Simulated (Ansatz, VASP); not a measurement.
**Two plane-wave programs on Nb**

File INCAR:

```
SYSTEM = Nb
ALGO = Normal
EDIFF = 1E-6
ENCUT = 520
GGA = PS
ISIF = 2
ISMEAR = 0
LASPH = .True.
LCHARG = .False.
LREAL = .False.
LWAVE = .False.
NBANDS = 12
NELM = 60
PREC = Accurate
SIGMA = 0.15
```

File KPOINTS:

```
k-points
0
Gamma
  22 22 22
  0 0 0
```

File POSCAR:

```
Nb
1.0
   -0.8882443402      1.7764886804      1.7764886804
    1.7764886804     -0.8882443402      1.7764886804
    1.7764886804      1.7764886804     -0.8882443402
Nb
1
Direct
    0.0000000000      0.0000000000      0.0000000000
```

Input for Ansatz:

```yaml
crystal:
  lattice:
    - [-0.8882443402, 1.7764886804, 1.7764886804]
    - [1.7764886804, -0.8882443402, 1.7764886804]
    - [1.7764886804, 1.7764886804, -0.8882443402]
  atoms:
    - { symbol: Nb, position: [0.0, 0.0, 0.0] }
basis:
  ecutwfc: 420
kpoints:
  mp_grid: { grid: [22, 22, 22] }
hamiltonian:
  xc: pbesol
scf:
  occupations: { method: gaussian, width: 0.15 }
output:
  forces: true
  stress: true
  eigenvalues: true
```

Alike in both runs: task single point; functional PBEsol; k mesh 22 × 22 × 22; occupations gaussian, width 0.15 eV; no spin polarisation.

|  | VASP | Ansatz |
| --- | --- | --- |
| version | VASP 6.6.1 | Ansatz 0.2.0 |
| potentials or method | VASP PAW PBE potentials, release 64 (Nb_sv), cutoff 520 eV | scalar-relativistic, plane waves, PAW |
| valence electrons in the cell | 13 | 13 |

Ansatz gave:

| Property | Result |
| --- | --- |
| gap on the k mesh at the Fermi level (eV) | none |
| pressure (GPa) | 3.3 |

Task: Estimate VASP's values.

Result: gap on the k mesh at the Fermi level (eV): none; pressure (GPa): 3.1.

VASP's potentials were made for PBE, not for PBEsol. A gap of «none» marks a metal or a gap that the smearing closes. With one functional, cell and mesh, what is left measures potentials, basis and numerics.
